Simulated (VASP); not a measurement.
# GaSb (Fm-3m) in VASP: single point with LDA

Aim: the single point of GaSb with LDA.

Program: VASP 6.6.1. These are calculated values, not measurements. Logs are shortened: lines on timing, memory, paths and dates and some standing lists are left out, and cuts for length are marked.

## Step 1: The cell of the first run

The structure is cubic, space group Fm-3m (No. 225). Conventional cell: a = 5.640 Å, b = 5.640 Å, c = 5.640 Å, α = 90.00°, β = 90.00°, γ = 90.00°. Ga (site symmetry m-3m) has 6 Sb at 2.82 Å within 3.7 Å. Within 3.7 Å of Sb (site symmetry m-3m) lie 6 Ga at 2.82 Å.

## Step 2: Single point, LDA

File INCAR:

```
PREC = Accurate ; ENCUT = 520
EDIFF = 1E-7 ; ISMEAR = 0
SIGMA = 0.05 ; LREAL = False
LASPH = True ; NELM = 60
ALGO = Normal ; ISIF = 2
LWAVE = False ; LCHARG = False
GGA = CA ; NBANDS = 16
```

File KPOINTS:

```
Automatic mesh
0
Gamma
  6 6 6
```

File POSCAR:

```
GaSb
1.0
    0.0000000000      2.8200000000      2.8200000000
    2.8200000000      0.0000000000      2.8200000000
    2.8200000000      2.8200000000      0.0000000000
Ga Sb
1 1
Direct
    0.0000000000      0.0000000000      0.0000000000
    0.5000000000      0.5000000000      0.5000000000
```

Potentials or basis: VASP PAW LDA potentials, release 64 (Ga_d, Sb).

Command:

```console
$ cat potpaw_LDA.64/Ga_d/POTCAR potpaw_LDA.64/Sb/POTCAR > POTCAR
$ mpirun -np 1 vasp_std > vasp.out
```

OUTCAR:

```text
PREC = Accurate
   ENCUT = 520
   EDIFF = 1E-7
   ISMEAR = 0
   LREAL = False
   LASPH = True
   NELM = 60
   ISIF = 2
   GGA = CA

 ion  position               nearest neighbor table
   1  0.000  0.000  0.000-   2 2.82   2 2.82   2 2.82   2 2.82   2 2.82   2 2.82
   2  0.500  0.500  0.500-   1 2.82   1 2.82   1 2.82   1 2.82   1 2.82   1 2.82

  LATTYP: Found a face centered cubic cell.
 ALAT       =     5.6400000000

  Lattice vectors:

 A1 = (   0.0000000000,   2.8200000000,   2.8200000000)
 A2 = (   2.8200000000,   0.0000000000,   2.8200000000)
 A3 = (   2.8200000000,   2.8200000000,   0.0000000000)

Analysis of symmetry for initial positions (statically):
=====================================================================
 Subroutine PRICEL returns:
 Original cell was already a primitive cell.

 Routine SETGRP: Setting up the symmetry group for a
 face centered cubic supercell.

 Subroutine GETGRP returns: Found 48 space group operations
 (whereof 48 operations were pure point group operations)
 out of a pool of 48 trial point group operations.

The static configuration has the point symmetry O_h .

Analysis of symmetry for dynamics (positions and initial velocities):
=====================================================================
 Subroutine PRICEL returns:
 Original cell was already a primitive cell.

 Routine SETGRP: Setting up the symmetry group for a
 face centered cubic supercell.

 Subroutine GETGRP returns: Found 48 space group operations
 (whereof 48 operations were pure point group operations)
 out of a pool of 48 trial point group operations.

The dynamic configuration has the point symmetry O_h .

 Subroutine INISYM returns: Found 48 space group operations
 (whereof 48 operations are pure point group operations),
 and found     1 'primitive' translations

----------------------------------------------------------------------------------------

                                     Primitive cell

  volume of cell :      44.8515

  direct lattice vectors                    reciprocal lattice vectors
     0.000000000  2.820000000  2.820000000    -0.177304965  0.177304965  0.177304965
     2.820000000  0.000000000  2.820000000     0.177304965 -0.177304965  0.177304965
     2.820000000  2.820000000  0.000000000     0.177304965  0.177304965 -0.177304965

  length of vectors
     3.988082246  3.988082246  3.988082246     0.307101207  0.307101207  0.307101207

  position of ions in fractional coordinates (direct lattice)
     0.000000000  0.000000000  0.000000000
     0.500000000  0.500000000  0.500000000

  ion indices of the primitive-cell ions
   primitive index   ion index
                 1           1
                 2           2

----------------------------------------------------------------------------------------

 KPOINTS: Automatic mesh

Automatic generation of k-mesh.
 Grid dimensions read from file:
 generate k-points for:    6    6    6

 Generating k-lattice:

  Cartesian coordinates                     Fractional coordinates (reciprocal lattice)
    -0.029550827  0.029550827  0.029550827     0.166666667  0.000000000  0.000000000
     0.029550827 -0.029550827  0.029550827     0.000000000  0.166666667  0.000000000
     0.029550827  0.029550827 -0.029550827     0.000000000  0.000000000  0.166666667

  Length of vectors
     0.051183535  0.051183535  0.051183535

  Shift w.r.t. Gamma in fractional coordinates (k-lattice)
     0.000000000  0.000000000  0.000000000

 Subroutine IBZKPT returns following result:
 ===========================================

 Found     16 irreducible k-points:

 Following reciprocal coordinates:
            Coordinates               Weight
  0.000000  0.000000  0.000000      1.000000
  0.166667  0.000000  0.000000      8.000000
  0.333333  0.000000  0.000000      8.000000
  0.500000  0.000000  0.000000      4.000000
  0.166667  0.166667  0.000000      6.000000
  0.333333  0.166667  0.000000     24.000000
[... 8 lines left out ...]
 -0.333333  0.333333  0.166667     24.000000
 -0.333333  0.500000  0.166667     12.000000
   k-points           NKPTS =     16   k-points in BZ     NKDIM =     16   number of bands    NBANDS=     16
   number of dos      NEDOS =    301   number of ions     NIONS =      2
   total plane-waves  NPLWV =  27000
   dimension x,y,z NGX =    30 NGY =   30 NGZ =   30
   dimension x,y,z NGXF=    60 NGYF=   60 NGZF=   60
   ions per type =               1   1
   NGX,Y,Z   is equivalent  to a cutoff of  12.51, 12.51, 12.51 a.u.
   NGXF,Y,Z  is equivalent  to a cutoff of  25.01, 25.01, 25.01 a.u.
 SYSTEM =  unknown system
   PREC   = accura    normal or accurate (medium, high low for compatibility)
   ISTART =      0    job   : 0-new  1-cont  2-samecut
   ICHARG =      2    charge: 1-file 2-atom 10-const
   ISPIN  =      1    spin polarized calculation?
   LNONCOLLINEAR =      F non collinear calculations
   LSORBIT =      F    spin-orbit coupling
   LASPH  =      T    aspherical Exc in radial PAW
   ENCUT  =  520.0 eV  38.22 Ry    6.18 a.u.   7.42  7.42  7.42*2*pi/ulx,y,z
   NELM   =     60;   NELMIN=  2; NELMDL= -5     # of ELM steps
   EDIFF  = 0.1E-06   stopping-criterion for ELM
   LREAL  =      F    real-space projection
   EDIFFG = 0.1E-05   stopping-criterion for IOM
   NSW    =      0    number of steps for IOM
   IBRION =     -1    ionic relax: 0-MD 1-quasi-New 2-CG
   NFREE  =      0    steps in history (QN), initial steepest desc. (CG)
   ISIF   =      2    stress and relaxation
   ISYM   =      2    0-nonsym 1-usesym 2-fastsym
   POTIM  = 0.5000    time-step for ionic-motion
   TEBEG  =    0.0;   TEEND  =   0.0 temperature during run
   PSTRESS=    0.0 pullay stress
   NELECT =      18.0000    total number of electrons
   NUPDOWN=      -1.0000    fix difference up-down
   EMIN   =  10.00;   EMAX   =-10.00  energy-range for DOS
   EFERMI =   0.00;   METHOD = LEGACY
   ISMEAR =     0;   SIGMA  =   0.05  broadening in eV -4-tet -1-fermi 0-gaus
   EFERMI_NEDOS =   21; number of points for ismear=-14 and -15
   IALGO  =     38    algorithm
   IMIX   =      4    mixing-type and parameters
     AMIX     =   0.40;   BMIX     =  1.00
     AMIX_MAG =   1.60;   BMIX_MAG =  1.00
  volume/ion in A,a.u.               =      22.43       151.34
  Fermi-wavevector in a.u.,A,eV,Ry     =   1.207554  2.281946 19.839834  1.458187
  Thomas-Fermi vector in A             =   2.343188
   LORBIT       =      0    0 simple, 1 ext, 2 COOP (PROOUT), +10 PAW based schemes
   GGA     = CA    functional components
   LHFCALC =     F    Hartree Fock is set to
   AEXX    =    0.0000 exact exchange contribution
   IVDW    =     0    specifies the selected vdW correction
   LEPSILON=     F    determine dielectric tensor
   LRPA    =     F    only Hartree local field effects (RPA)
 non-spin polarized calculation
 Gauss-broadening in eV      SIGMA  =   0.05
  energy-cutoff  :      520.00
  volume of cell :       44.85
 maximum number of plane-waves:      1243
 NGX is ok and might be reduce to    30
   NGX = 15   NGY = 15   NGZ = 15

 number of electron      18.0000000 magnetization

 Free energy of the ion-electron system (eV)
  ---------------------------------------------------
  ext. energy  EPLUGINS =         0.00000000
  ---------------------------------------------------
  free energy    TOTEN  =        -8.31800901 eV

  energy without entropy =       -8.31407530  energy(sigma->0) =       -8.31604215

 E-fermi :   7.2458     XC(G=0): -10.7577

 val. band max:        7.2354229071   @ k =   0.0000   0.0000   0.0000
 cond. band min:       7.3244157610   @ k =   0.3333   0.1667   0.0000
 fundamental gap:      0.0889928539
 Fermi energy:         7.2457793363

 k-point     1 :       0.0000    0.0000    0.0000
  band No.  band energies     occupation
      1      -7.9836      2.00000
      2      -7.9836      2.00000
      3      -7.9600      2.00000
      4      -7.9600      2.00000
      5      -7.9600      2.00000
      6      -5.3027      2.00000
[... 8 lines left out ...]
     15      13.4886      0.00000
     16      13.4886      0.00000

 k-point     2 :       0.1667    0.0000    0.0000
  band No.  band energies     occupation
      1      -7.9896      2.00000
      2      -7.9896      2.00000
      3      -7.9608      2.00000
      4      -7.9560      2.00000
      5      -7.9560      2.00000
      6      -4.9275      2.00000
[... 8 lines left out ...]
     15      14.2049      0.00000
     16      14.2049      0.00000

 k-point     3 :       0.3333    0.0000    0.0000
  band No.  band energies     occupation
      1      -8.0029      2.00000
      2      -8.0029      2.00000
      3      -7.9635      2.00000
      4      -7.9467      2.00000
      5      -7.9467      2.00000
      6      -3.8419      2.00000
[... 8 lines left out ...]
     15      16.1861      0.00000
     16      16.1861      0.00000

 k-point     4 :       0.5000    0.0000    0.0000
  band No.  band energies     occupation
      1      -8.0098      2.00000
      2      -8.0098      2.00000
      3      -7.9652      2.00000
      4      -7.9418      2.00000
      5      -7.9418      2.00000
      6      -2.6884      2.00000
[... 8 lines left out ...]
     15      18.7845      0.00000
     16      18.8652      0.00000
[... 172 lines left out ...]
 k-point    14 :       0.5000    0.3333    0.1667
  band No.  band energies     occupation
      1      -8.0408      2.00000
      2      -7.9906      2.00000
      3      -7.9629      2.00000
      4      -7.9453      2.00000
      5      -7.9389      2.00000
      6      -2.9097      2.00000
[... 8 lines left out ...]
     15      17.8966      0.00000
     16      18.0634      0.00000

 k-point    15 :      -0.3333    0.3333    0.1667
  band No.  band energies     occupation
      1      -8.0453      2.00000
      2      -7.9966      2.00000
      3      -7.9559      2.00000
      4      -7.9517      2.00000
      5      -7.9345      2.00000
      6      -1.9356      2.00000
[... 8 lines left out ...]
     15      15.8557      0.00000
     16      19.8132      0.00000

 k-point    16 :      -0.3333    0.5000    0.1667
  band No.  band energies     occupation
      1      -8.0660      2.00000
      2      -7.9858      2.00000
      3      -7.9649      2.00000
      4      -7.9428      2.00000
      5      -7.9301      2.00000
      6      -1.6741      2.00000
[... 8 lines left out ...]
     15      18.4775      0.00000
     16      20.6884      0.00000

------------------------ aborting loop because EDIFF is reached ----------------------------------------

  FORCE on cell =-STRESS in cart. coord.  units (eV):
  Direction    XX          YY          ZZ          XY          YZ          ZX
  --------------------------------------------------------------------------------------
  -------------------------------------------------------------------------------------
  Total        0.1108809      0.1108809      0.1108809      0.0000000      0.0000000      0.0000000
  in kB        3.9608644      3.9608644      3.9608644      0.0000000      0.0000000      0.0000000
  external PRESSURE =       3.9608644 kB  Pullay stress =       0.0000000 kB

 VOLUME and BASIS-vectors are now :
 -----------------------------------------------------------------------------
  energy-cutoff  :      520.00
  volume of cell :       44.85
      direct lattice vectors                 reciprocal lattice vectors
     0.000000000  2.820000000  2.820000000    -0.177304965  0.177304965  0.177304965
     2.820000000  0.000000000  2.820000000     0.177304965 -0.177304965  0.177304965
     2.820000000  2.820000000  0.000000000     0.177304965  0.177304965 -0.177304965

 POSITION                                       TOTAL-FORCE (eV/Angst)
 -----------------------------------------------------------------------------------
      0.00000      0.00000      0.00000         0.000000     -0.000000     -0.000000
      2.82000      2.82000      2.82000        -0.000000      0.000000      0.000000
 -----------------------------------------------------------------------------------
    total drift:                               -0.000000      0.000000      0.000000

  FREE ENERGIE OF THE ION-ELECTRON SYSTEM (eV)
  ---------------------------------------------------
  free  energy   TOTEN  =        -8.3180090087 eV

  energy  without entropy=       -8.3140752977  energy(sigma->0) =       -8.31604215
```

Run time: 19 s. Hardware: 1 thread of Intel Xeon 8259CL, shared host; peak memory 0.15 GiB.

Results:

- Free energy: -8.3180 eV
- Pressure: 0.4 GPa
- Band gap on the k mesh: zero (bands 9 and 10 overlap by 3.59 eV)

Levels at points of the mesh, in eV from the Fermi level:
| k point | band 6 | band 7 | band 8 | band 9 | band 10 | band 11 | band 12 | band 13 |
| --- | --- | --- | --- | --- | --- | --- | --- | --- |
| (0.00, 0.00, 0.00) | -12.55 | -0.01 | -0.01 | -0.01 | 0.14 | 6.22 | 6.22 | 6.22 |
| (0.50, 0.00, 0.00) | -9.93 | -7.95 | 0.37 | 0.37 | 1.99 | 1.99 | 2.70 | 2.90 |
| (0.50, 0.50, 0.00) | -9.15 | -5.64 | -4.14 | -2.74 | -2.74 | 2.78 | 9.19 | 9.19 |

Caveat: spin-orbit coupling is left out, which moves the levels of the heavy elements.

The gap in the log of VASP goes by the Fermi energy; the results here count the filled bands.